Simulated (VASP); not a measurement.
# C (Fd-3m) in VASP: further runs

Runs on C. Level: r2SCAN. Tasks: single point.

Program: VASP 6.6.1. These are calculated values, not measurements. Logs are shortened: lines on timing, memory, paths and dates and some standing lists are left out, and cuts for length are marked.

## (1) The cell of the first run

It takes space group Fd-3m (No. 227, cubic). The conventional cell has a = 3.068 Å, b = 3.068 Å, c = 3.068 Å, α = 90.00°, β = 90.00°, γ = 90.00°. C (site symmetry -43m) has 4 C at 1.33 Å within 1.8 Å.

## (2) Single point, r2SCAN (volume scaled by 0.64)

Input file POSCAR:

```
C
1.0
    0.0000000000      1.5340488938      1.5340488938
    1.5340488938      0.0000000000      1.5340488938
    1.5340488938      1.5340488938      0.0000000000
C
2
Direct
   -0.1250000000     -0.1250000000     -0.1250000000
    0.1250000000      0.1250000000      0.1250000000
```

Input file INCAR.step1:

```
ALGO     = Normal         # electronic algorithm
EDIFF    = 1E-4           # SCF threshold, eV
ENCUT    = 520            # plane-wave cutoff, eV
GGA      = PE             # functional
ISMEAR   = -1             # smearing method
LASPH    = True           # aspherical terms in the spheres
LCHARG   = False          # write CHGCAR
LREAL    = False          # projectors in reciprocal space
LWAVE    = True           # write WAVECAR
NBANDS   = 11             # bands
NELM     = 100            # most SCF steps
PREC     = Accurate       # precision mode
SIGMA    = 0.08           # smearing width, eV
```

Input file INCAR.step2:

```
ALGO     = Normal         # electronic algorithm
EDIFF    = 1E-6           # SCF threshold, eV
ENCUT    = 520            # plane-wave cutoff, eV
ISIF     = 2              # what is computed and relaxed
ISMEAR   = -1             # smearing method
ISTART   = 1            
LASPH    = True           # aspherical terms in the spheres
LCHARG   = False          # write CHGCAR
LMIXTAU  = True         
LREAL    = False          # projectors in reciprocal space
LWAVE    = False          # write WAVECAR
METAGGA  = R2SCAN         # meta-GGA
NBANDS   = 11             # bands
NELM     = 100            # most SCF steps
PREC     = Accurate       # precision mode
SIGMA    = 0.08           # smearing width, eV
```

Input file KPOINTS:

```
k-points
0
Gamma
  20 20 20
```

Potentials or basis: VASP PAW PBE potentials, release 64 (C).

Command:

```console
cat potpaw_PBE.64/C/POTCAR > POTCAR
cp INCAR.step1 INCAR
mpirun -np 1 vasp_std > vasp.out
cp INCAR.step2 INCAR
mpirun -np 1 vasp_std > vasp.out
```

OUTCAR:

```text
EDIFF = 1E-6
   ENCUT = 520
   ISIF = 2
   ISMEAR = -1
   ISTART = 1
   LASPH = True
   LREAL = False
   METAGGA = R2SCAN
   NELM = 100
   PREC = Accurate

 ion  position               nearest neighbor table
   1  0.875  0.875  0.875-   2 1.33   2 1.33   2 1.33   2 1.33
   2  0.125  0.125  0.125-   1 1.33   1 1.33   1 1.33   1 1.33

  LATTYP: Found a face centered cubic cell.
 ALAT       =     3.0680977876

  Lattice vectors:

 A1 = (   0.0000000000,   1.5340488938,   1.5340488938)
 A2 = (   1.5340488938,   0.0000000000,   1.5340488938)
 A3 = (   1.5340488938,   1.5340488938,   0.0000000000)

Analysis of symmetry for initial positions (statically):
=====================================================================
 Subroutine PRICEL returns:
 Original cell was already a primitive cell.

 Routine SETGRP: Setting up the symmetry group for a
 face centered cubic supercell.

 Subroutine GETGRP returns: Found 48 space group operations
 (whereof 12 operations were pure point group operations)
 out of a pool of 48 trial point group operations.

The static configuration has the point symmetry D_3d.
 The point group associated with its full space group is O_h .

Analysis of symmetry for dynamics (positions and initial velocities):
=====================================================================
 Subroutine PRICEL returns:
 Original cell was already a primitive cell.

 Routine SETGRP: Setting up the symmetry group for a
 face centered cubic supercell.

 Subroutine GETGRP returns: Found 48 space group operations
 (whereof 12 operations were pure point group operations)
 out of a pool of 48 trial point group operations.

The dynamic configuration has the point symmetry D_3d.
 The point group associated with its full space group is O_h .

 Subroutine INISYM returns: Found 48 space group operations
 (whereof 12 operations are pure point group operations),
 and found     1 'primitive' translations

----------------------------------------------------------------------------------------

                                     Primitive cell

  volume of cell :       7.2202

  direct lattice vectors                    reciprocal lattice vectors
     0.000000000  1.534048894  1.534048894    -0.325934853  0.325934853  0.325934853
     1.534048894  0.000000000  1.534048894     0.325934853 -0.325934853  0.325934853
     1.534048894  1.534048894  0.000000000     0.325934853  0.325934853 -0.325934853

  length of vectors
     2.169472751  2.169472751  2.169472751     0.564535725  0.564535725  0.564535725
[... 83 lines left out ...]
   EDIFFG = 0.1E-04   stopping-criterion for IOM
   NSW    =      0    number of steps for IOM
   IBRION =     -1    ionic relax: 0-MD 1-quasi-New 2-CG
   NFREE  =      0    steps in history (QN), initial steepest desc. (CG)
   ISIF   =      2    stress and relaxation
   ISYM   =      2    0-nonsym 1-usesym 2-fastsym
   POTIM  = 0.5000    time-step for ionic-motion
   TEBEG  =    0.0;   TEEND  =   0.0 temperature during run
   PSTRESS=    0.0 pullay stress
   NELECT =       8.0000    total number of electrons
   NUPDOWN=      -1.0000    fix difference up-down
   EMIN   =  10.00;   EMAX   =-10.00  energy-range for DOS
   EFERMI =   0.00;   METHOD = LEGACY
   ISMEAR =    -1;   SIGMA  =   0.08  broadening in eV -4-tet -1-fermi 0-gaus
   EFERMI_NEDOS =   21; number of points for ismear=-14 and -15
   IALGO  =     38    algorithm
   IMIX   =      4    mixing-type and parameters
     AMIX     =   0.40;   BMIX     =  1.00
     AMIX_MAG =   1.60;   BMIX_MAG =  1.00
  volume/ion in A,a.u.               =       3.61        24.36
  Fermi-wavevector in a.u.,A,eV,Ry     =   1.694035  3.201261 39.045366  2.869753
  Thomas-Fermi vector in A             =   2.775333
   LORBIT       =      0    0 simple, 1 ext, 2 COOP (PROOUT), +10 PAW based schemes
   METAGGA = R2SCAN    functional components
   LHFCALC =     F    Hartree Fock is set to
   AEXX    =    0.0000 exact exchange contribution
   IVDW    =     0    specifies the selected vdW correction
   LEPSILON=     F    determine dielectric tensor
   LRPA    =     F    only Hartree local field effects (RPA)
 non-spin polarized calculation
  energy-cutoff  :      520.00
  volume of cell :        7.22
 maximum number of plane-waves:       204
   NGX =  9   NGY =  9   NGZ =  9

 number of electron       7.9999997 magnetization

 Free energy of the ion-electron system (eV)
  ---------------------------------------------------
  ext. energy  EPLUGINS =         0.00000000
  ---------------------------------------------------
  free energy    TOTEN  =       -15.58867753 eV

  energy without entropy =      -15.58867753  energy(sigma->0) =      -15.58867753

 E-fermi :  18.9485     XC(G=0): -16.9080

 val. band max:       17.4797918586   @ k =   0.0000   0.0000   0.0000
 cond. band min:      22.9969425847   @ k =   0.4000   0.4000   0.0000
 fundamental gap:      5.5171507261
 Fermi energy:        18.9485397082

 k-point     1 :       0.0000    0.0000    0.0000
  band No.  band energies     occupation
      1     -12.5164      2.00000
      2      17.4798      2.00000
      3      17.4798      2.00000
      4      17.4798      2.00000
      5      24.5671      0.00000
      6      24.5671      0.00000
      7      24.5671      0.00000
      8      43.4304      0.00000
      9      45.4487      0.00000
     10      50.6176      0.00000
     11      50.6176      0.00000
[... 309 lines left out ...]
 k-point    24 :      -0.3500    0.0500    0.0000
  band No.  band energies     occupation
      1      -7.3282      2.00000
      2       2.3906      2.00000
      3      12.7261      2.00000
      4      13.7596      2.00000
      5      28.2165      0.00000
      6      28.6973      0.00000
      7      33.1124      0.00000
      8      38.9542      0.00000
      9      46.5297      0.00000
     10      48.1089      0.00000
     11      50.7366      0.00000

 [... further k-points ...]
[... 5 lines left out ...]
  --------------------------------------------------------------------------------------
  -------------------------------------------------------------------------------------
  Total       20.1268405     20.1268405     20.1268405      0.0000000      0.0000000      0.0000000
  in kB     4466.2043184   4466.2043184   4466.2043184      0.0000000      0.0000000      0.0000000
  external PRESSURE =    4466.2043184 kB  Pullay stress =       0.0000000 kB

 VOLUME and BASIS-vectors are now :
 -----------------------------------------------------------------------------
  energy-cutoff  :      520.00
  volume of cell :        7.22
      direct lattice vectors                 reciprocal lattice vectors
     0.000000000  1.534048894  1.534048894    -0.325934853  0.325934853  0.325934853
     1.534048894  0.000000000  1.534048894     0.325934853 -0.325934853  0.325934853
     1.534048894  1.534048894  0.000000000     0.325934853  0.325934853 -0.325934853

 POSITION                                       TOTAL-FORCE (eV/Angst)
 -----------------------------------------------------------------------------------
      2.68459      2.68459      2.68459        -0.000000     -0.000000     -0.000000
      0.38351      0.38351      0.38351         0.000000      0.000000      0.000000
 -----------------------------------------------------------------------------------
    total drift:                               -0.000000      0.000000      0.000000

  FREE ENERGIE OF THE ION-ELECTRON SYSTEM (eV)
  ---------------------------------------------------
  free  energy   TOTEN  =       -15.5886775273 eV

  energy  without entropy=      -15.5886775273  energy(sigma->0) =      -15.58867753
```

OUTCAR.step1:

```text
EDIFF = 1E-4
   ENCUT = 520
   GGA = PE
   ISMEAR = -1
   LASPH = True
[... 558 lines left out ...]
      2.68459      2.68459      2.68459         0.000000      0.000000      0.000000
      0.38351      0.38351      0.38351        -0.000000     -0.000000     -0.000000
 -----------------------------------------------------------------------------------
    total drift:                               -0.000000      0.000000      0.000000

  FREE ENERGIE OF THE ION-ELECTRON SYSTEM (eV)
  ---------------------------------------------------
  free  energy   TOTEN  =       -14.0494222968 eV

  energy  without entropy=      -14.0494222968  energy(sigma->0) =      -14.04942230
```

OSZICAR.step1:

```text
N       E                     dE             d eps       ncg     rms          rms(c)
DAV:   1     0.144646459672E+01    0.14465E+01   -0.47653E+03  6153   0.716E+02
DAV:   2    -0.157160575609E+02   -0.17163E+02   -0.16824E+02  7162   0.133E+02
DAV:   3    -0.159113870558E+02   -0.19533E+00   -0.19515E+00  6719   0.103E+01
DAV:   4    -0.159115117714E+02   -0.12472E-03   -0.12471E-03  6048   0.330E-01
DAV:   5    -0.159115118338E+02   -0.62384E-07   -0.62131E-07  6261   0.671E-03    0.963E+00
DAV:   6    -0.145092901335E+02    0.14022E+01   -0.74853E-01  5953   0.669E+00    0.591E+00
DAV:   7    -0.140463054479E+02    0.46298E+00   -0.82245E-01  6289   0.709E+00    0.174E+00
DAV:   8    -0.140494406322E+02   -0.31352E-02   -0.15659E-02  6133   0.109E+00    0.663E-02
DAV:   9    -0.140494222968E+02    0.18335E-04   -0.87268E-05  5681   0.734E-02
   1 F= -.14049422E+02 E0= -.14049422E+02  d E =-.235222E-10
```

It took 24 s on 1 thread of Intel Xeon 6975P-C, shared host; peak memory 0.12 GiB.

Results:

```yaml
Free_energy: -15.5887 eV
Pressure: 446.6 GPa
Band_gap_on_the_k_mesh: 5.52 eV, indirect (least direct gap 7.09 eV)
```

Levels at points of the mesh, in eV from the valence-band top:
```tsv
k point	band 1	band 2	band 3	band 4	band 5	band 6	band 7	band 8	band 9
(0.00, 0.00, 0.00)	-30.00	0.00	0.00	0.00	7.09	7.09	7.09	25.95	27.97
(0.50, 0.00, 0.00)	-20.85	-20.33	-4.43	-4.43	10.71	10.71	16.44	20.82	31.93
(0.50, 0.50, 0.00)	-17.62	-17.62	-10.08	-10.08	5.99	5.99	26.29	26.29	35.53
```

Caveat: the PAW data sets were made with another functional, which shifts forces and pressure a little.

(Continued in part 2 of 2.)
